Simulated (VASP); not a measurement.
# MgS (Fm-3m) in VASP: settings compared

The runs below take MgS through single point, with RPBE, PBE.

All numbers are computed with VASP 6.6.1; they aren't measurements. Logs are shortened: lines on timing, memory, paths and dates and some standing lists are left out, and cuts for length are marked.

## 1. The cell of the first run

Symmetry: Fm-3m, No. 225, cubic system. The conventional cell has a = 5.260 Å, b = 5.260 Å, c = 5.260 Å, α = 90.00°, β = 90.00°, γ = 90.00°. Mg (site symmetry m-3m) has 6 S at 2.63 Å within 3.5 Å. Within 3.5 Å of S (site symmetry m-3m) lie 6 Mg at 2.63 Å.

## 2. Single point, RPBE

The input, INCAR:

```
ALGO = Normal
EDIFF = 1E-6
ENCUT = 520
GGA = RP
ISIF = 2
ISMEAR = 0
ISYM = 0
LASPH = T
LCHARG = F
LREAL = F
LWAVE = F
NBANDS = 11
NELM = 60
PREC = Accurate
SIGMA = 0.1
```

The input, KPOINTS:

```
k-points
0
Gamma
  2 7 1
```

The input, POSCAR:

```
MgS
1.0
    0.0000000000      2.6301853471      2.6301853471
    2.6301853471      0.0000000000      2.6301853471
    2.6301853471      2.6301853471      0.0000000000
Mg S
1 1
Direct
    0.0000000000      0.0000000000      0.0000000000
    0.5000000000      0.5000000000      0.5000000000
```

Potentials or basis: VASP PAW PBE potentials, release 64 (Mg, S).

Run with:

```
$ cat potpaw_PBE.64/Mg/POTCAR potpaw_PBE.64/S/POTCAR > POTCAR
$ mpirun -np 1 vasp_std > vasp.out
```

OUTCAR:

```text
EDIFF = 1E-6
   ENCUT = 520
   GGA = RP
   ISIF = 2
   ISMEAR = 0
   ISYM = 0
   LASPH = T
   LREAL = F
   NELM = 60
   PREC = Accurate

 ion  position               nearest neighbor table
   1  0.000  0.000  0.000-   2 2.63   2 2.63   2 2.63   2 2.63   2 2.63   2 2.63
   2  0.500  0.500  0.500-   1 2.63   1 2.63   1 2.63   1 2.63   1 2.63   1 2.63

IMPORTANT INFORMATION: All symmetrisations will be switched off!
NOSYMM: (Re-)initialisation of all symmetry stuff for point group C_1.

----------------------------------------------------------------------------------------

                                     Primitive cell

  volume of cell :      36.3906

  direct lattice vectors                    reciprocal lattice vectors
     0.000000000  2.630185347  2.630185347    -0.190100671  0.190100671  0.190100671
     2.630185347  0.000000000  2.630185347     0.190100671 -0.190100671  0.190100671
     2.630185347  2.630185347  0.000000000     0.190100671  0.190100671 -0.190100671

  length of vectors
     3.719643789  3.719643789  3.719643789     0.329264021  0.329264021  0.329264021

  position of ions in fractional coordinates (direct lattice)
     0.000000000  0.000000000  0.000000000
     0.500000000  0.500000000  0.500000000

  ion indices of the primitive-cell ions
   primitive index   ion index
                 1           1
                 2           2

----------------------------------------------------------------------------------------

 KPOINTS: k-points

Automatic generation of k-mesh.
 Grid dimensions read from file:
 generate k-points for:    2    7    1

 Generating k-lattice:

  Cartesian coordinates                     Fractional coordinates (reciprocal lattice)
    -0.095050336  0.095050336  0.095050336     0.500000000  0.000000000  0.000000000
     0.027157239 -0.027157239  0.027157239     0.000000000  0.142857143  0.000000000
     0.190100671  0.190100671 -0.190100671     0.000000000  0.000000000  1.000000000

  Length of vectors
     0.164632011  0.047037717  0.329264021

  Shift w.r.t. Gamma in fractional coordinates (k-lattice)
     0.000000000  0.000000000  0.000000000

 -----------------------------------------------------------------------------
|                                                                             |
|           W    W    AA    RRRRR   N    N  II  N    N   GGGG   !!!           |
|           W    W   A  A   R    R  NN   N  II  NN   N  G    G  !!!           |
|           W    W  A    A  R    R  N N  N  II  N N  N  G       !!!           |
|           W WW W  AAAAAA  RRRRR   N  N N  II  N  N N  G  GGG   !            |
|           WW  WW  A    A  R   R   N   NN  II  N   NN  G    G                |
|           W    W  A    A  R    R  N    N  II  N    N   GGGG   !!!           |
|                                                                             |
|     Your reciprocal lattice and k-lattice belong to different lattice       |
|     classes:                                                                |
|                                                                             |
|        The reciprocal lattice is body-centered cubic,                       |
|        whereas your k-lattice is base-centered monoclinic.                  |
|                                                                             |
|     Results are often still useful ...                                      |
|                                                                             |
 -----------------------------------------------------------------------------

 WARNING: IBZKPT: internal override: KBLOWUP is changed to .FALSE.
      ... skipping the blow-up phase ...

 Subroutine IBZKPT returns following result:
 ===========================================

 Found      8 irreducible k-points:

 Following reciprocal coordinates:
            Coordinates               Weight
  0.000000  0.000000  0.000000      1.000000
  0.500000  0.000000  0.000000      1.000000
  0.000000  0.142857  0.000000      2.000000
  0.500000  0.142857  0.000000      2.000000
  0.000000  0.285714  0.000000      2.000000
  0.500000  0.285714  0.000000      2.000000
  0.000000  0.428571  0.000000      2.000000
  0.500000  0.428571  0.000000      2.000000
   k-points           NKPTS =      8   k-points in BZ     NKDIM =      8   number of bands    NBANDS=     11
   number of dos      NEDOS =    301   number of ions     NIONS =      2
   total plane-waves  NPLWV =  21952
   dimension x,y,z NGX =    28 NGY =   28 NGZ =   28
   dimension x,y,z NGXF=    56 NGYF=   56 NGZF=   56
   ions per type =               1   1
   NGX,Y,Z   is equivalent  to a cutoff of  12.51, 12.51, 12.51 a.u.
   NGXF,Y,Z  is equivalent  to a cutoff of  25.03, 25.03, 25.03 a.u.
 SYSTEM =  unknown system
   PREC   = accura    normal or accurate (medium, high low for compatibility)
   ISTART =      0    job   : 0-new  1-cont  2-samecut
   ICHARG =      2    charge: 1-file 2-atom 10-const
   ISPIN  =      1    spin polarized calculation?
   LNONCOLLINEAR =      F non collinear calculations
   LSORBIT =      F    spin-orbit coupling
   LASPH  =      T    aspherical Exc in radial PAW
   ENCUT  =  520.0 eV  38.22 Ry    6.18 a.u.   6.92  6.92  6.92*2*pi/ulx,y,z
   NELM   =     60;   NELMIN=  2; NELMDL= -5     # of ELM steps
   EDIFF  = 0.1E-05   stopping-criterion for ELM
   LREAL  =      F    real-space projection
   EDIFFG = 0.1E-04   stopping-criterion for IOM
   NSW    =      0    number of steps for IOM
   IBRION =     -1    ionic relax: 0-MD 1-quasi-New 2-CG
   NFREE  =      0    steps in history (QN), initial steepest desc. (CG)
   ISIF   =      2    stress and relaxation
   ISYM   =      0    0-nonsym 1-usesym 2-fastsym
   POTIM  = 0.5000    time-step for ionic-motion
   TEBEG  =    0.0;   TEEND  =   0.0 temperature during run
   PSTRESS=    0.0 pullay stress
   NELECT =       8.0000    total number of electrons
   NUPDOWN=      -1.0000    fix difference up-down
   EMIN   =  10.00;   EMAX   =-10.00  energy-range for DOS
   EFERMI =   0.00;   METHOD = LEGACY
   ISMEAR =     0;   SIGMA  =   0.10  broadening in eV -4-tet -1-fermi 0-gaus
   EFERMI_NEDOS =   21; number of points for ismear=-14 and -15
   IALGO  =     38    algorithm
   IMIX   =      4    mixing-type and parameters
     AMIX     =   0.40;   BMIX     =  1.00
     AMIX_MAG =   1.60;   BMIX_MAG =  1.00
  volume/ion in A,a.u.               =      18.20       122.79
  Fermi-wavevector in a.u.,A,eV,Ry     =   0.988041  1.867128 13.282358  0.976226
  Thomas-Fermi vector in A             =   2.119539
   LORBIT       =      0    0 simple, 1 ext, 2 COOP (PROOUT), +10 PAW based schemes
   GGA     = RP    functional components
   LHFCALC =     F    Hartree Fock is set to
   AEXX    =    0.0000 exact exchange contribution
   IVDW    =     0    specifies the selected vdW correction
   LEPSILON=     F    determine dielectric tensor
   LRPA    =     F    only Hartree local field effects (RPA)
 non-spin polarized calculation
 Gauss-broadening in eV      SIGMA  =   0.10
  energy-cutoff  :      520.00
  volume of cell :       36.39
 maximum number of plane-waves:       990
 NGX is ok and might be reduce to    28
   NGX = 13   NGY = 13   NGZ = 13

 number of electron       8.0000001 magnetization

 Free energy of the ion-electron system (eV)
  ---------------------------------------------------
  ext. energy  EPLUGINS =         0.00000000
  ---------------------------------------------------
  free energy    TOTEN  =        -5.91895232 eV

  energy without entropy =       -5.91895232  energy(sigma->0) =       -5.91895232

 E-fermi :   4.4654     XC(G=0):  -9.2062

 val. band max:        3.9482400116   @ k =   0.0000   0.0000   0.0000
 cond. band min:       6.7649199379   @ k =   0.5000   0.4286   0.0000
 fundamental gap:      2.8166799264
 Fermi energy:         4.4653543836

 k-point     1 :       0.0000    0.0000    0.0000
  band No.  band energies     occupation
      1      -8.5326      2.00000
      2       3.9139      2.00000
      3       3.9254      2.00000
      4       3.9482      2.00000
      5       7.4651      0.00000
      6      11.6558      0.00000
      7      11.6896      0.00000
      8      11.9686      0.00000
      9      13.9972      0.00000
     10      14.1227      0.00000
     11      16.3490      0.00000

 k-point     2 :       0.5000    0.0000    0.0000
  band No.  band energies     occupation
      1      -7.2573      2.00000
      2      -0.8494      2.00000
      3       3.3434      2.00000
      4       3.3749      2.00000
      5       8.4498      0.00000
      6      10.5253      0.00000
      7      10.7998      0.00000
      8      13.6733      0.00000
      9      15.9654      0.00000
     10      17.9779      0.00000
     11      18.0599      0.00000

 k-point     3 :       0.0000    0.1429    0.0000
  band No.  band energies     occupation
      1      -8.3404      2.00000
      2       2.6166      2.00000
      3       3.7982      2.00000
      4       3.8209      2.00000
      5       8.4723      0.00000
      6      11.4058      0.00000
      7      11.9272      0.00000
      8      12.2186      0.00000
      9      13.2607      0.00000
     10      13.3083      0.00000
     11      16.2909      0.00000

 k-point     4 :       0.5000    0.1429    0.0000
  band No.  band energies     occupation
      1      -7.2007      2.00000
      2      -0.5434      2.00000
      3       2.5528      2.00000
      4       3.1146      2.00000
      5       9.2558      0.00000
      6      10.0150      0.00000
      7      11.2649      0.00000
      8      13.5185      0.00000
      9      15.7198      0.00000
     10      17.7337      0.00000
     11      18.0004      0.00000

 k-point     5 :       0.0000    0.2857    0.0000
  band No.  band energies     occupation
      1      -7.8411      2.00000
      2       0.6508      2.00000
      3       3.5492      2.00000
      4       3.5684      2.00000
      5       8.8222      0.00000
      6      11.2577      0.00000
      7      11.4938      0.00000
      8      12.4126      0.00000
      9      14.3860      0.00000
     10      14.4677      0.00000
     11      15.4397      0.00000

 k-point     6 :       0.5000    0.2857    0.0000
  band No.  band energies     occupation
      1      -7.0549      2.00000
      2       0.0504      2.00000
      3       1.5907      2.00000
      4       2.6290      2.00000
      5       8.0076      0.00000
      6      10.2212      0.00000
      7      12.9273      0.00000
      8      13.1232      0.00000
      9      16.4243      0.00000
     10      18.2540      0.00000
     11      19.7372      0.00000

 k-point     7 :       0.0000    0.4286    0.0000
  band No.  band energies     occupation
      1      -7.3358      2.00000
      2      -0.6863      2.00000
      3       3.3742      2.00000
      4       3.3919      2.00000
      5       8.5413      0.00000
      6      10.6369      0.00000
      7      10.8602      0.00000
      8      13.6117      0.00000
      9      15.6884      0.00000
     10      16.8718      0.00000
     11      16.9607      0.00000

 k-point     8 :       0.5000    0.4286    0.0000
  band No.  band energies     occupation
      1      -6.9159      2.00000
      2      -0.1340      2.00000
      3       2.0666      2.00000
      4       2.3050      2.00000
      5       6.7649      0.00000
      6       8.6849      0.00000
      7      15.2874      0.00000
      8      15.4680      0.00000
      9      16.8000      0.00000
     10      17.7210      0.00000
     11      19.3764      0.00000

------------------------ aborting loop because EDIFF is reached ----------------------------------------

  FORCE on cell =-STRESS in cart. coord.  units (eV):
  Direction    XX          YY          ZZ          XY          YZ          ZX
  --------------------------------------------------------------------------------------
  -------------------------------------------------------------------------------------
  Total        2.9898757      2.9898794      1.6410143      1.9715804      0.4671387     -0.4671368
  in kB      131.6359941    131.6361563     72.2493414     86.8032550     20.5668327    -20.5667485
  external PRESSURE =     111.8404973 kB  Pullay stress =       0.0000000 kB

 VOLUME and BASIS-vectors are now :
 -----------------------------------------------------------------------------
  energy-cutoff  :      520.00
  volume of cell :       36.39
      direct lattice vectors                 reciprocal lattice vectors
     0.000000000  2.630185347  2.630185347    -0.190100671  0.190100671  0.190100671
     2.630185347  0.000000000  2.630185347     0.190100671 -0.190100671  0.190100671
     2.630185347  2.630185347  0.000000000     0.190100671  0.190100671 -0.190100671

 POSITION                                       TOTAL-FORCE (eV/Angst)
 -----------------------------------------------------------------------------------
      0.00000      0.00000      0.00000        -0.000001     -0.000007      0.000004
      2.63019      2.63019      2.63019         0.000001      0.000007     -0.000004
 -----------------------------------------------------------------------------------
    total drift:                               -0.000001      0.000009     -0.000005

  FREE ENERGIE OF THE ION-ELECTRON SYSTEM (eV)
  ---------------------------------------------------
  free  energy   TOTEN  =        -5.9189523186 eV

  energy  without entropy=       -5.9189523186  energy(sigma->0) =       -5.91895232
```

Wall time 9.4 s (1 thread of Intel Xeon Platinum 8259CL at 2.50GHz (Skylake/Cascade Lake), shared host); peak memory 0.15 GiB.

The run converged, but its numbers aren't listed here, since they failed a check.

Caveat: the k points lie up to 2.07 Å⁻¹ apart; the PAW data sets were made with another functional, which shifts forces and pressure a little.

## 3. Single point, PBE

This run uses another cell than the first one, of 17.67 Å³/atom, 0.971 times its volume.

The input, INCAR:

```
SYSTEM = MgS
ALGO = Normal
EDIFF = 1E-7
ENCUT = 520
GGA = PE
ISIF = 2
ISMEAR = 0
ISYM = 0
LASPH = .TRUE.
LCHARG = .TRUE.
LELF = .TRUE.
LREAL = .FALSE.
LVHAR = .TRUE.
LWAVE = .FALSE.
NBANDS = 11
NELM = 60
PREC = Accurate
SIGMA = 0.1
```

The input, KPOINTS:

```
Automatic mesh
0
Gamma
  3 6 1
  0.5 0.5 0.5
```

The input, POSCAR:

```
MgS
1.0
    0.0000000000      2.6043975556      2.6043975556
    2.6043975556      0.0000000000      2.6043975556
    2.6043975556      2.6043975556      0.0000000000
Mg S
1 1
Direct
    0.0000000000      0.0000000000      0.0000000000
    0.5000000000      0.5000000000      0.5000000000
```

Potentials or basis: VASP PAW PBE potentials, release 64 (Mg, S).

Run with:

```
$ cat potpaw_PBE.64/Mg/POTCAR potpaw_PBE.64/S/POTCAR > POTCAR
$ mpirun -np 1 vasp_std > vasp.out
```

It took 9 s on 1 thread of Intel Xeon Platinum 8259CL at 2.50GHz (Skylake/Cascade Lake), shared host; peak memory 0.15 GiB.

The run converged, but its numbers aren't listed here, since they failed a check.

Caveat: the k points lie up to 2.09 Å⁻¹ apart.

## 4. Single point, PBE

This run uses another cell than the first one, of 18.02 Å³/atom, 0.990 times its volume.

The input, INCAR:

```
PREC = Accurate
ENCUT = 520
EDIFF = 1E-7
ISMEAR = 0
SIGMA = 0.1
LREAL = False
LASPH = True
NELM = 100
ALGO = Normal
ISIF = 2
LWAVE = False
LCHARG = False
GGA = PE
NBANDS = 11
```

The input, KPOINTS:

```
regular mesh
0
Gamma
  6 6 6
```

The input, POSCAR:

```
MgS
1.0
    0.0000000000      2.6216457242      2.6216457242
    2.6216457242      0.0000000000      2.6216457242
    2.6216457242      2.6216457242      0.0000000000
Mg S
1 1
Direct
    0.0000000000      0.0000000000      0.0000000000
    0.5000000000      0.5000000000      0.5000000000
```

Run with:

```
$ cat potpaw_PBE.64/Mg/POTCAR potpaw_PBE.64/S/POTCAR > POTCAR
$ mpirun -np 1 vasp_std > vasp.out
```

Wall time 8.3 s (1 thread of Intel Xeon Platinum 8259CL at 2.50GHz (Skylake/Cascade Lake), shared host); peak memory 0.15 GiB.

Results (log left out):

```
Free energy            : -8.4995 eV
Pressure               : -0.8 GPa
Band gap on the k mesh : 2.72 eV, indirect (least direct gap 3.53 eV)
```

Levels at points of the mesh, in eV from the valence-band top:
| k point | band 2 | band 3 | band 4 | band 5 | band 6 | band 7 |
| --- | --- | --- | --- | --- | --- | --- |
| (0.00, 0.00, 0.00) | 0.00 | 0.00 | 0.00 | 3.53 | 7.97 | 7.97 |
| (0.50, 0.00, 0.00) | -4.71 | -0.56 | -0.56 | 4.51 | 6.88 | 6.88 |
| (0.50, 0.50, 0.00) | -4.07 | -1.63 | -1.63 | 2.72 | 4.46 | 11.78 |

## 5. Single point, PBE

This run uses another cell than the first one, of 17.67 Å³/atom, 0.971 times its volume.

The input, INCAR:

```
PREC = Accurate
ENCUT = 520
EDIFF = 1E-6
ISMEAR = 0
SIGMA = 0.1
LREAL = F
LASPH = T
NELM = 60
ALGO = Normal
ISIF = 2
LWAVE = F
LCHARG = F
GGA = PE
NBANDS = 11
```

The input, KPOINTS:

```
Automatic mesh
0
Gamma
  6 6 6
```

The input, POSCAR:

```
MgS
1.0
    0.0000000000      2.6043975556      2.6043975556
    2.6043975556      0.0000000000      2.6043975556
    2.6043975556      2.6043975556      0.0000000000
Mg S
1 1
Direct
    0.0000000000      0.0000000000      0.0000000000
    0.5000000000      0.5000000000      0.5000000000
```

Run with:

```
$ cat potpaw_PBE.64/Mg/POTCAR potpaw_PBE.64/S/POTCAR > POTCAR
$ mpirun -np 1 vasp_std > vasp.out
```

Wall time 7.5 s (1 thread of Intel Xeon Platinum 8259CL at 2.50GHz (Skylake/Cascade Lake), shared host); peak memory 0.15 GiB.

It converged, with:

```yaml
Free_energy: -8.4998 eV
Pressure: 0.6 GPa
Band_gap_on_the_k_mesh: 2.77 eV, indirect (least direct gap 3.68 eV)
```

Levels at points of the mesh, in eV from the valence-band top:
| k point | band 2 | band 3 | band 4 | band 5 | band 6 | band 7 |
| --- | --- | --- | --- | --- | --- | --- |
| (0.00, 0.00, 0.00) | 0.00 | 0.00 | 0.00 | 3.68 | 7.96 | 7.96 |
| (0.50, 0.00, 0.00) | -4.81 | -0.59 | -0.59 | 4.54 | 6.90 | 6.90 |
| (0.50, 0.50, 0.00) | -4.18 | -1.68 | -1.68 | 2.77 | 4.40 | 11.97 |

A k mesh can miss the band edges.

## 6. Single point, PBE, collinear spin, zero start

This run uses another cell than the first one, of 17.67 Å³/atom, 0.971 times its volume.

The input, INCAR:

```
SYSTEM = MgS
ALGO = Normal ; EDIFF = 1E-6
ENCUT = 520 ; GGA = PE
ISIF = 2 ; ISMEAR = 1
ISPIN = 2 ; LASPH = .True.
LCHARG = .False. ; LORBIT = 11
LREAL = .False. ; LWAVE = .False.
MAGMOM = 0 0 ; NBANDS = 15
NELM = 150 ; PREC = Accurate
SIGMA = 0.012
```

The input, KPOINTS:

```
k-points
0
Gamma
  4 4 4
  0 0 0
```

POSCAR is that of step 5.

Potentials or basis: VASP PAW PBE potentials, release 64 (Mg, S).

Run with:

```
$ cat potpaw_PBE.64/Mg/POTCAR potpaw_PBE.64/S/POTCAR > POTCAR
$ mpirun -np 1 vasp_std > vasp.out
```

It took 12 s on 1 thread of Intel Xeon Platinum 8259CL at 2.50GHz (Skylake/Cascade Lake), shared host; peak memory 0.17 GiB.

It converged, with:

```
Free energy                                           : -8.4548 eV
Pressure                                              : 1.0 GPa
Band gap on the k mesh                                : 2.74 eV, indirect (least direct gap 3.67 eV)
Net moment                                            : 0.00 μB per cell
Valence electrons inside the program's atomic spheres : Mg 0.30; S 3.82
```

Levels at points of the mesh, in eV from the valence-band top:
Spin up:
```
           k point  band 1  band 2  band 3  band 4  band 5  band 6  band 7  band 8  band 9
(0.00, 0.00, 0.00)  -12.65    0.00    0.00    0.00    3.67    7.94    7.94    7.94   10.33
(0.50, 0.00, 0.00)  -11.35   -4.83   -0.59   -0.59    4.53    6.88    6.88   10.06   12.12
(0.50, 0.50, 0.00)  -10.98   -4.19   -1.68   -1.68    2.74    4.39   11.97   12.79   13.32
```
Spin down:
| k point | band 1 | band 2 | band 3 | band 4 | band 5 | band 6 | band 7 | band 8 | band 9 |
| --- | --- | --- | --- | --- | --- | --- | --- | --- | --- |
| (0.00, 0.00, 0.00) | -12.65 | 0.00 | 0.00 | 0.00 | 3.67 | 7.94 | 7.94 | 7.94 | 10.33 |
| (0.50, 0.00, 0.00) | -11.35 | -4.83 | -0.59 | -0.59 | 4.53 | 6.88 | 6.88 | 10.06 | 12.12 |
| (0.50, 0.50, 0.00) | -10.98 | -4.19 | -1.68 | -1.68 | 2.74 | 4.39 | 11.97 | 12.79 | 13.32 |

Caveat: the k points lie up to 0.52 Å⁻¹ apart.

## 7. Summary

```tsv
spin	cell	k mesh	smearing	gap on the mesh (eV)	pressure (GPa)
off	a = 3.708 Å, angles 60.0°, 2 atoms	6 × 6 × 6	gaussian 0.1 eV	2.72	-0.8
off	a = 3.683 Å, angles 60.0°, 2 atoms	6 × 6 × 6	gaussian 0.1 eV	2.77	0.6
collinear, zero start	a = 3.683 Å, angles 60.0°, 2 atoms	4 × 4 × 4	methfessel-paxton 0.012 eV	2.74	1.0
```

Alike in all rows: task single point; level PBE; potentials or basis VASP PAW PBE potentials, release 64 (Mg, S); cutoff (eV) 520.

Caveats: some runs use coarse meshes.

Absolute energies hang on the potentials; compare differences alone.
